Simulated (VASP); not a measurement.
Mg2CdSe3: single point with PBE

Crystal: Mg2CdSe3.

```
Mg Cd Se
1.0
     4.29629    0.00000    0.00000
    -2.14814    3.72069    0.00000
     0.00000    0.00000   20.84754
Mg Cd Se
4 2 6
Direct
  0.66667 0.33333 0.16735
  0.66667 0.33333 0.83041
  0.33333 0.66667 0.33041
  0.33333 0.66667 0.66735
  0.66667 0.33333 0.50077
  0.33333 0.66667 0.00077
  0.66667 0.33333 0.29197
  0.66667 0.33333 0.62937
  0.66667 0.33333 0.95513
  0.33333 0.66667 0.12937
  0.33333 0.66667 0.45513
  0.33333 0.66667 0.79197
```

```
Program             : VASP 6.6.1
Task                : single point
Functional          : PBE
Potentials or basis : VASP PAW PBE potentials, release 64 (Mg, Cd, Se)
Cutoff              : 520 eV
k mesh              : 6 × 6 × 1
Occupations         : gaussian, width 0.1 eV
Spin                : no spin polarisation
```

```yaml
Pressure: 0.2 GPa
Largest_force: 0.038 eV/Å
Band_gap_on_the_k_mesh: 1.56 eV
```

Forces on the atoms (eV/Å):
```
Mg   0.000  0.000  0.005
Mg   0.000  0.000 -0.018
Mg   0.000  0.000 -0.018
Mg   0.000  0.000  0.005
Cd   0.000  0.000  0.023
Cd   0.000  0.000  0.023
Se   0.000  0.000  0.004
Se   0.000  0.000  0.025
Se   0.000  0.000 -0.038
Se   0.000  0.000  0.025
Se   0.000  0.000 -0.038
Se   0.000  0.000  0.004
```

Levels at points of the mesh, in eV from the valence-band top:
```
           k point  band 30  band 31  band 32  band 33  band 34  band 35  band 36  band 37  band 38  band 39
(0.00, 0.00, 0.00)    -0.21    -0.02    -0.02     0.00     0.00     1.56     2.38     3.09     3.14     3.35
(0.50, 0.00, 0.00)    -1.08    -1.07    -0.88    -0.81    -0.67     2.90     3.49     3.50     3.80     3.88
```

It took 110 s on 1 thread of Intel(R) Xeon(R) 6975P-C (Granite Rapids), with other jobs on the host, peak memory 0.44 GiB.
